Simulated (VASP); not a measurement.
A run of VASP 6.6.1 is set up as follows.

The input INCAR:

```
SYSTEM = LiSi16
ALGO     = Normal         ! electronic algorithm
EDIFF    = 1E-6           ! SCF threshold, eV
ENCUT    = 520            ! plane-wave cutoff, eV
GGA      = PE             ! functional
ISIF     = 2              ! what is computed and relaxed
ISMEAR   = -1             ! smearing method
ISPIN    = 2              ! spin polarisation
LASPH    = .True.         ! aspherical terms in the spheres
LCHARG   = .True.         ! write CHGCAR
LELF     = .True.         ! ELF
LORBIT   = 11             ! projections on sites
LREAL    = Auto         
LVHAR    = .True.       
LWAVE    = .False.        ! write WAVECAR
MAGMOM   = 0 0 0 0 0 0 0 0 0 0 0 0 0 0 0 0 1 ! initial moments
NBANDS   = 52             ! bands
NELM     = 150            ! most SCF steps
PREC     = Accurate       ! precision mode
SIGMA    = 0.05           ! smearing width, eV
```

The input KPOINTS:

```
k-points
0
Gamma
  2 2 2
  0 0 0
```

Contents of POSCAR:

```
LiSi16
1.0
    0.0000000000      5.4300000000      5.4300000000
    5.4300000000      0.0000000000      5.4300000000
    5.4300000000      5.4300000000      0.0000000000
Si Li
16 1
Direct
    0.0019284429     -0.0017502572      0.0015725736
    0.1239191471      0.1283946306      0.1238288896
    0.0019000772     -0.0017775827      0.4982077727
    0.1338729305      0.1220513098      0.6220251659
   -0.0000178269      0.5000019931      0.0000134231
    0.1239189135      0.6238576509      0.1238286034
    0.0018994482      0.5016721017      0.4982071538
    0.1239061387      0.6238445913      0.6284052530
    0.4983366163     -0.0016971575      0.0016173745
    0.6223649915      0.1223164933      0.1330029300
    0.5004486078     -0.0000546197      0.4996677211
    0.6222726919      0.1222266345      0.6221975484
    0.4983359940      0.5017455761      0.0016167477
    0.6283764399      0.6238843629      0.1238554272
    0.4983083877      0.5017174132      0.4982597872
    0.6222703233      0.6333107854      0.6221953503
    0.7512139763      0.2498372745      0.7491295786
```

Potentials or basis: VASP PAW PBE potentials, release 64 (Si, Li_sv).

Run with:

```sh
$ cat potpaw_PBE.64/Si/POTCAR potpaw_PBE.64/Li_sv/POTCAR > POTCAR
$ mpirun -np 1 vasp_std > vasp.out
```

(1) What does it give for the net moment?

(2) Predict the largest force.

Answers

(1) 0.00 μB per cell.

(2) 0.022 eV/Å.

Caveat: the k points lie up to 0.50 Å⁻¹ apart.
